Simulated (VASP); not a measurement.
# Al (P6_3/mmc) in VASP: further runs

Al is run at these levels: r2SCAN; tasks: relaxation of cell and atoms.

Everything below comes from runs of VASP 6.6.1. Logs are shortened: lines on timing, memory, paths and dates and some standing lists are left out, and cuts for length are marked.

## Step 1: The cell of the first run

Symmetry: P6_3/mmc, No. 194, hexagonal system. The conventional cell has a = 2.860 Å, b = 2.860 Å, c = 4.670 Å, α = 90.00°, β = 90.00°, γ = 120.00°. Al (site symmetry -6m2) has 12 Al at 2.86 Å within 3.8 Å.

## Step 2: Relaxation of cell and atoms, r2SCAN, target pressure 5 GPa, at which the enthalpy is minimised

Input file POSCAR:

```
Al
1.0
    2.8600000000      0.0000000000      0.0000000000
   -1.4300000000      2.4768326548      0.0000000000
    0.0000000000      0.0000000000      4.6703800000
Al
2
Direct
    0.3333333333      0.6666666667      0.2500000000
    0.6666666667      0.3333333333      0.7500000000
```

Input file INCAR.step1:

```
SYSTEM = Al
PREC     = Accurate       ! precision mode
ENCUT    = 600            ! plane-wave cutoff, eV
ISMEAR   = 1              ! smearing method
SIGMA    = 0.1            ! smearing width, eV
LREAL    = .False.        ! projectors in reciprocal space
LASPH    = .True.         ! aspherical terms in the spheres
NELM     = 80             ! most SCF steps
GGA      = PE             ! functional
ALGO     = Normal         ! electronic algorithm
EDIFF    = 1E-4           ! SCF threshold, eV
LWAVE    = .True.         ! write WAVECAR
LCHARG   = .False.        ! write CHGCAR
```

Input file INCAR.step2:

```
SYSTEM = Al
PREC     = Accurate       ! precision mode
ENCUT    = 600            ! plane-wave cutoff, eV
EDIFF    = 1E-6           ! SCF threshold, eV
ISMEAR   = 1              ! smearing method
SIGMA    = 0.1            ! smearing width, eV
LREAL    = .False.        ! projectors in reciprocal space
LASPH    = .True.         ! aspherical terms in the spheres
NELM     = 80             ! most SCF steps
ALGO     = Normal         ! electronic algorithm
ISIF     = 3              ! what is computed and relaxed
LWAVE    = .False.        ! write WAVECAR
LCHARG   = .False.        ! write CHGCAR
METAGGA  = R2SCAN         ! meta-GGA
LMIXTAU  = .True.       
IBRION   = 2              ! ionic algorithm
NSW      = 80             ! ionic steps
EDIFFG   = -0.02          ! ionic threshold
PSTRESS  = 50.0         
ISTART   = 1
```

Input file KPOINTS:

```
Automatic mesh
0
Gamma
  9 9 5
  0 0 0
```

Potentials or basis: VASP PAW PBE potentials, release 64 (Al).

On the command line:

```bash
$ cat potpaw_PBE.64/Al/POTCAR > POTCAR
$ cp INCAR.step1 INCAR
$ mpirun -np 1 vasp_std > vasp.out
$ cp INCAR.step2 INCAR
$ mpirun -np 1 vasp_std > vasp.out
```

OUTCAR:

```text
SYSTEM = Al
   PREC = Accurate
   ENCUT = 600
   EDIFF = 1E-6
   ISMEAR = 1
   LREAL = .False.
   LASPH = .True.
   NELM = 80
   ISIF = 3
   METAGGA = R2SCAN
   IBRION = 2
   NSW = 80
   EDIFFG = -0.02
   PSTRESS = 50.0
   ISTART = 1

 ion  position               nearest neighbor table
   1  0.333  0.667  0.250-   2 2.86   2 2.86   2 2.86   2 2.86   2 2.86   2 2.86
   2  0.667  0.333  0.750-   1 2.86   1 2.86   1 2.86   1 2.86   1 2.86   1 2.86

  LATTYP: Found a hexagonal cell.
 ALAT       =     2.8600000000
 C/A-ratio  =     1.6330000000

  Lattice vectors:

 A1 = (   2.8600000000,   0.0000000000,   0.0000000000)
 A2 = (  -1.4300000000,   2.4768326548,   0.0000000000)
 A3 = (   0.0000000000,   0.0000000000,   4.6703800000)

Analysis of symmetry for initial positions (statically):
=====================================================================
 Subroutine PRICEL returns:
 Original cell was already a primitive cell.

 Routine SETGRP: Setting up the symmetry group for a
 hexagonal supercell.

 Subroutine GETGRP returns: Found 24 space group operations
 (whereof 12 operations were pure point group operations)
 out of a pool of 24 trial point group operations.

The static configuration has the point symmetry D_3d.
 The point group associated with its full space group is D_6h.

Analysis of symmetry for dynamics (positions and initial velocities):
=====================================================================
 Subroutine PRICEL returns:
 Original cell was already a primitive cell.

 Routine SETGRP: Setting up the symmetry group for a
 hexagonal supercell.

 Subroutine GETGRP returns: Found 24 space group operations
 (whereof 12 operations were pure point group operations)
 out of a pool of 24 trial point group operations.

The dynamic configuration has the point symmetry D_3d.
 The point group associated with its full space group is D_6h.

 Subroutine INISYM returns: Found 24 space group operations
 (whereof 12 operations are pure point group operations),
 and found     1 'primitive' translations

----------------------------------------------------------------------------------------

                                     Primitive cell

  volume of cell :      33.0838

  direct lattice vectors                    reciprocal lattice vectors
     2.860000000  0.000000000  0.000000000     0.349650350  0.201870723  0.000000000
    -1.430000000  2.476832655  0.000000000     0.000000000  0.403741447  0.000000000
     0.000000000  0.000000000  4.670380000     0.000000000  0.000000000  0.214115340

  length of vectors
     2.860000000  2.860000000  4.670380000     0.403741447  0.403741447  0.214115340

  position of ions in fractional coordinates (direct lattice)
     0.333333333  0.666666667  0.250000000
     0.666666667  0.333333333  0.750000000

  ion indices of the primitive-cell ions
   primitive index   ion index
                 1           1
                 2           2

----------------------------------------------------------------------------------------

 KPOINTS: Automatic mesh

Automatic generation of k-mesh.
 Grid dimensions read from file:
 generate k-points for:    9    9    5

 Generating k-lattice:

  Cartesian coordinates                     Fractional coordinates (reciprocal lattice)
     0.038850039  0.022430080  0.000000000     0.111111111 -0.000000000  0.000000000
     0.000000000  0.044860161  0.000000000     0.000000000  0.111111111  0.000000000
     0.000000000  0.000000000  0.042823068     0.000000000  0.000000000  0.200000000

  Length of vectors
     0.044860161  0.044860161  0.042823068

  Shift w.r.t. Gamma in fractional coordinates (k-lattice)
     0.000000000  0.000000000  0.000000000

 Subroutine IBZKPT returns following result:
 ===========================================

 Found     36 irreducible k-points:

 Following reciprocal coordinates:
            Coordinates               Weight
  0.000000  0.000000  0.000000      1.000000
  0.111111  0.000000  0.000000      6.000000
  0.222222  0.000000  0.000000      6.000000
[... 38 lines left out ...]
   EMIN   =  10.00;   EMAX   =-10.00  energy-range for DOS
   EFERMI =   0.00;   METHOD = LEGACY
   ISMEAR =     1;   SIGMA  =   0.10  broadening in eV -4-tet -1-fermi 0-gaus
   EFERMI_NEDOS =   21; number of points for ismear=-14 and -15
   IALGO  =     38    algorithm
   IMIX   =      4    mixing-type and parameters
     AMIX     =   0.40;   BMIX     =  1.00
     AMIX_MAG =   1.60;   BMIX_MAG =  1.00
  volume/ion in A,a.u.               =      16.54       111.63
  Fermi-wavevector in a.u.,A,eV,Ry     =   0.926660  1.751133 11.683298  0.858698
  Thomas-Fermi vector in A             =   2.052646
   LORBIT       =      0    0 simple, 1 ext, 2 COOP (PROOUT), +10 PAW based schemes
   METAGGA = R2SCAN    functional components
   LHFCALC =     F    Hartree Fock is set to
   AEXX    =    0.0000 exact exchange contribution
   IVDW    =     0    specifies the selected vdW correction
   LEPSILON=     F    determine dielectric tensor
   LRPA    =     F    only Hartree local field effects (RPA)
 conjugate gradient relaxation of ions
 non-spin polarized calculation
 Methfessel and Paxton  Order N= 1 SIGMA  =   0.10
  energy-cutoff  :      600.00
  volume of cell :       33.08
 maximum number of plane-waves:      1116
 NGX is ok and might be reduce to    24
   NGX = 11   NGY = 11   NGZ = 19

--------------------------------------- Ionic step        1  -------------------------------------------

 number of electron       6.0000000 magnetization

 Free energy of the ion-electron system (eV)
  ---------------------------------------------------
  ext. energy  EPLUGINS =         0.00000000
  ---------------------------------------------------
  free energy    TOTEN  =       -13.38077075 eV

  energy without entropy =      -13.37922691  energy(sigma->0) =      -13.38025613

------------------------ aborting loop because EDIFF is reached ----------------------------------------

  FORCE on cell =-STRESS in cart. coord.  units (eV):
  Direction    XX          YY          ZZ          XY          YZ          ZX
  --------------------------------------------------------------------------------------
  -------------------------------------------------------------------------------------
  Total       -0.8564535     -0.8564535     -0.0261080      0.0000000      0.0000000      0.0000000
  in kB      -41.4762481    -41.4762481     -1.2643575      0.0000000      0.0000000      0.0000000
  external PRESSURE =     -78.0722845 kB  Pullay stress =      50.0000000 kB
[... 289 lines left out ...]
  enthalpy is  TOTEN    =       -12.4376124876 eV   P V=        0.9506858543

--------------------------------------- Ionic step        9  -------------------------------------------

 number of electron       6.0000000 magnetization

 Free energy of the ion-electron system (eV)
  ---------------------------------------------------
  ext. energy  EPLUGINS =         0.00000000
  ---------------------------------------------------
  free energy    TOTEN  =       -13.38879659 eV

  energy without entropy =      -13.38737968  energy(sigma->0) =      -13.38832429

 E-fermi :   8.8663     XC(G=0): -11.2112

 val. band max:        8.8546892794   @ k =   0.3333   0.2222   0.2000
 cond. band min:       9.0396279146   @ k =   0.4444   0.0000   0.0000
 fundamental gap:      0.1849386352
 Fermi energy:         8.8663143817

 k-point     1 :       0.0000    0.0000    0.0000
  band No.  band energies     occupation
      1      -3.5519      2.00000
      2       3.2827      2.00000
      3       3.6740      2.00000
      4      21.3909      0.00000
      5      21.5595      0.00000
      6      21.5596      0.00000
      7      21.6578      0.00000
[... 221 lines left out ...]
 k-point    24 :       0.3333    0.3333    0.2000
  band No.  band energies     occupation
      1       5.5473      2.00000
      2       5.6201      2.00000
      3       5.6201      2.00000
      4       9.5317     -0.00000
      5      10.1613     -0.00000
      6      10.1613     -0.00000
      7      15.1841      0.00000

 [... further k-points ...]
[... 5 lines left out ...]
  --------------------------------------------------------------------------------------
  -------------------------------------------------------------------------------------
  Total        0.9678489      0.9678489      0.9594475      0.0000000     -0.0000000      0.0000000
  in kB       50.8878453     50.8878453     50.4461157      0.0000000     -0.0000000      0.0000000
  external PRESSURE =       0.7406021 kB  Pullay stress =      50.0000000 kB
[... 17 lines left out ...]
  FREE ENERGIE OF THE ION-ELECTRON SYSTEM (eV)
  ---------------------------------------------------
  free  energy   TOTEN  =       -13.3887965945 eV

  energy  without entropy=      -13.3873796781  energy(sigma->0) =      -13.38832429

  enthalpy is  TOTEN    =       -12.4378338837 eV   P V=        0.9509627108

 reached required accuracy - stopping structural energy minimisation
```

It took 93 s on 1 thread of Intel Xeon Platinum 8488C (Sapphire Rapids), shared host; peak memory 0.16 GiB.

Results:

| Quantity | Value |
| --- | --- |
| Free energy | -13.3888 eV |
| Relaxed volume | 15.24 Å³/atom |
| Relaxed cell | a = 2.744 Å, b = 2.744 Å, c = 4.673 Å, α = 90.00°, β = 90.00°, γ = 120.00° |
| Space group after relaxing (to 0.05 Å) | P6_3/mmc (No. 194) |
| Energy change on relaxing (the enthalpy is what falls) | -4.0 meV/atom |
| Ionic steps | 9 |
| Pressure after relaxing | 5.1 GPa |
| Band gap on the k mesh | zero (band 3 reaches 11.25 eV, above the bottom of band 4 at 6.20 eV) |

The path:
```
step  energy change (eV)  largest force (eV/Å)  pressure (GPa)  volume (Å³)
   1              0.0000                0.0000           -2.81        33.08
   2              0.0498                0.0000            9.37        29.37
   3              0.0085                0.0000            5.63        30.31
   4              0.0058                0.0000            5.32        30.39
   5             -0.0025                0.0000            5.11        30.43
   6             -0.0012                0.0000            5.51        30.53
   7             -0.0077                0.0000            5.08        30.49
   8             -0.0075                0.0000            5.08        30.46
   9             -0.0080                0.0000            5.07        30.47
```

Final structure:
```
Al
1.0
     2.74394    0.00000    0.00000
    -1.37197    2.37632    0.00000
     0.00000    0.00000    4.67331
Al
2
Direct
  0.33333 0.66667 0.25000
  0.66667 0.33333 0.75000
```

Levels at points of the mesh, in eV from the Fermi level:
| k point | band 1 | band 2 | band 3 | band 4 | band 5 | band 6 | band 7 |
| --- | --- | --- | --- | --- | --- | --- | --- |
| (0.00, 0.00, 0.00) | -12.42 | -5.58 | -5.19 | 12.52 | 12.69 | 12.69 | 12.79 |

Caveat: the cell is relaxed towards a set pressure, so the enthalpy falls and the energy may rise; the PAW data sets were made with another functional, which shifts forces and pressure a little.

## Step 3: Relaxation of cell and atoms, r2SCAN, target pressure 10 GPa, at which the enthalpy is minimised

POSCAR is that of step 2.

Input file INCAR.step1:

```
SYSTEM = Al
ALGO     = Normal         ! electronic algorithm
EDIFF    = 1E-4           ! SCF threshold, eV
ENCUT    = 600            ! plane-wave cutoff, eV
GGA      = PE             ! functional
ISMEAR   = 1              ! smearing method
LASPH    = .TRUE.         ! aspherical terms in the spheres
LCHARG   = .FALSE.        ! write CHGCAR
LREAL    = .FALSE.        ! projectors in reciprocal space
LWAVE    = .TRUE.         ! write WAVECAR
NELM     = 80             ! most SCF steps
PREC     = Accurate       ! precision mode
SIGMA    = 0.1            ! smearing width, eV
```

Input file INCAR.step2:

```
SYSTEM = Al
ALGO     = Normal         ! electronic algorithm
EDIFF    = 1E-7           ! SCF threshold, eV
EDIFFG   = -0.02          ! ionic threshold
ENCUT    = 600            ! plane-wave cutoff, eV
IBRION   = 2              ! ionic algorithm
ISIF     = 3              ! what is computed and relaxed
ISMEAR   = 1              ! smearing method
ISTART   = 1            
LASPH    = .TRUE.         ! aspherical terms in the spheres
LCHARG   = .FALSE.        ! write CHGCAR
LMIXTAU  = .TRUE.       
LREAL    = .FALSE.        ! projectors in reciprocal space
LWAVE    = .FALSE.        ! write WAVECAR
METAGGA  = R2SCAN         ! meta-GGA
NELM     = 80             ! most SCF steps
NSW      = 80             ! ionic steps
PREC     = Accurate       ! precision mode
PSTRESS  = 100.0        
SIGMA    = 0.1            ! smearing width, eV
```

Input file KPOINTS:

```
k-points
0
G
  9 9 5
  0 0 0
```

Potentials or basis: VASP PAW PBE potentials, release 64 (Al).

On the command line:

```bash
$ cat potpaw_PBE.64/Al/POTCAR > POTCAR
$ cp INCAR.step1 INCAR
$ mpirun -np 1 vasp_std > vasp.out
$ cp INCAR.step2 INCAR
$ mpirun -np 1 vasp_std > vasp.out
```

Run time: 84 s. Hardware: 1 thread of Intel Xeon Platinum 8488C (Sapphire Rapids), shared host; peak memory 0.16 GiB.

The run converged. Its results:

```yaml
Free_energy: -13.3315 eV
Relaxed_volume: 14.62 Å³/atom
Relaxed_cell: a = 2.708 Å, b = 2.708 Å, c = 4.606 Å, α = 90.00°, β = 90.00°, γ = 120.00°
Space_group_after_relaxing_to_0.05_Å: P6_3/mmc (No. 194)
Energy_change_on_relaxing_the_enthalpy_is_what_falls: +24.6 meV/atom
Ionic_steps: 7
Pressure_after_relaxing: 10.0 GPa
Band_gap_on_the_k_mesh: zero (band 3 reaches 11.73 eV, above the bottom of band 4 at 6.63 eV)
```

Stress tensor (GPa, compression positive):
```
10.10  0.00  0.00
 0.00 10.10  0.00
 0.00  0.00  9.90
```

Step by step:
```tsv
step	energy change (eV)	largest force (eV/Å)	pressure (GPa)	volume (Å³)
1	0.0000	0.0000	-2.81	33.08
2	0.2527	0.0000	20.55	27.14
3	0.0674	0.0000	10.51	29.14
4	0.0626	0.0000	10.16	29.21
5	0.0534	0.0000	9.95	29.23
6	0.0518	0.0000	10.12	29.25
7	0.0493	0.0000	10.03	29.24
```

Final structure:
```xyz
2
Lattice="2.7076 0.0000 0.0000 -1.3538 2.3449 0.0000 0.0000 0.0000 4.6056" Properties=species:S:1:pos:R:3 pbc="T T T"
Al    0.0000    1.5632    1.1514
Al    1.3538    0.7816    3.4542
```

Levels at points of the mesh, in eV from the Fermi level:
```csv
k point,band 1,band 2,band 3,band 4,band 5,band 6,band 7
"(0.00, 0.00, 0.00)",-12.71,-5.75,-5.23,12.77,12.94,12.94,13.16
```

Caveat: the cell is relaxed towards a set pressure, so the enthalpy falls and the energy may rise; the PAW data sets were made with another functional, which shifts forces and pressure a little.

## Step 4: Relaxation of cell and atoms, r2SCAN, target pressure 20 GPa, at which the enthalpy is minimised

POSCAR is that of step 3.

Input file INCAR.step1:

```
SYSTEM = Al
  PREC = Accurate
  ENCUT = 600
  ISMEAR = 1
  SIGMA = 0.1
  LREAL = .False.
  LASPH = .True.
  NELM = 100
  GGA = PE
  ALGO = Normal
  EDIFF = 1E-4
  LWAVE = .True.
  LCHARG = .False.
```

Input file INCAR.step2:

```
SYSTEM = Al
  PREC = Accurate
  ENCUT = 600
  EDIFF = 1E-6
  ISMEAR = 1
  SIGMA = 0.1
  LREAL = .False.
  LASPH = .True.
  NELM = 100
  ALGO = Normal
  ISIF = 3
  LWAVE = .False.
  LCHARG = .False.
  METAGGA = R2SCAN
  LMIXTAU = .True.
  IBRION = 2
  NSW = 80
  EDIFFG = -0.02
  PSTRESS = 200.0
  ISTART = 1
```

Input file KPOINTS:

```
Automatic mesh
0
Gamma
  9 9 5
  0 0 0
```

On the command line:

```bash
$ cat potpaw_PBE.64/Al/POTCAR > POTCAR
$ cp INCAR.step1 INCAR
$ mpirun -np 1 vasp_std > vasp.out
$ cp INCAR.step2 INCAR
$ mpirun -np 1 vasp_std > vasp.out
```

Run time: 77 s. Hardware: 1 thread of Intel Xeon Platinum 8488C (Sapphire Rapids), shared host; peak memory 0.16 GiB.

It converged, with:

```yaml
Free_energy: -13.1503 eV
Relaxed_volume: 13.63 Å³/atom
Relaxed_cell: a = 2.648 Å, b = 2.648 Å, c = 4.489 Å, α = 90.00°, β = 90.00°, γ = 120.00°
Space_group_after_relaxing_to_0.05_Å: P6_3/mmc (No. 194)
Energy_change_on_relaxing_the_enthalpy_is_what_falls: +115.2 meV/atom
Ionic_steps: 8
Pressure_after_relaxing: 20.0 GPa
Band_gap_on_the_k_mesh: zero (band 3 reaches 12.59 eV, above the bottom of band 4 at 7.38 eV)
```

The path:
```csv
step,energy change (eV),largest force (eV/Å),pressure (GPa),volume (Å³)
1,0.0000,0.0000,-2.81,33.08
2,1.2013,0.0000,57.86,23.04
3,0.2329,0.0000,19.64,27.37
4,0.2461,0.0000,20.21,27.26
5,0.2363,0.0000,20.25,27.22
6,0.2363,0.0000,20.26,27.22
7,0.2266,0.0000,19.79,27.30
8,0.2305,0.0000,19.97,27.27
```

Final structure:
```xyz
2
Lattice="2.6484 0.0000 0.0000 -1.3242 2.2936 0.0000 0.0000 0.0000 4.4892" Properties=species:S:1:pos:R:3 pbc="T T T"
Al    0.0000    1.5291    1.1223
Al    1.3242    0.7645    3.3669
```

Levels at points of the mesh, in eV from the Fermi level:
```
           k point  band 1  band 2  band 3  band 4  band 5  band 6
(0.00, 0.00, 0.00)  -13.27   -6.07   -5.33   13.18   13.30   13.30
```

Caveat: the cell is relaxed towards a set pressure, so the enthalpy falls and the energy may rise; the volume moved by over 15 % at a fixed basis, so the end points are rough; the PAW data sets were made with another functional, which shifts forces and pressure a little.

## Step 5: The runs side by side

```tsv
cell	gap on the mesh (eV)	pressure (GPa)
relaxed to 5 GPa	none	5.1
relaxed to 10 GPa	none	10.0
relaxed to 20 GPa	none	20.0
```

Alike in all rows: task relaxation of cell and atoms; level r2SCAN; potentials or basis VASP PAW PBE potentials, release 64 (Al); no spin polarisation; k mesh 9 × 9 × 5; cutoff (eV) 600; smearing methfessel-paxton 0.1 eV.

Caveats: the cell is relaxed towards a set pressure, so the enthalpy falls and the energy may rise; the PAW data sets were made with another functional, which shifts forces and pressure a little; the volume moved by over 15 % at a fixed basis, so the end points are rough (some runs).

Total energies depend on the potentials used, so only differences within one code and one set of settings carry meaning.
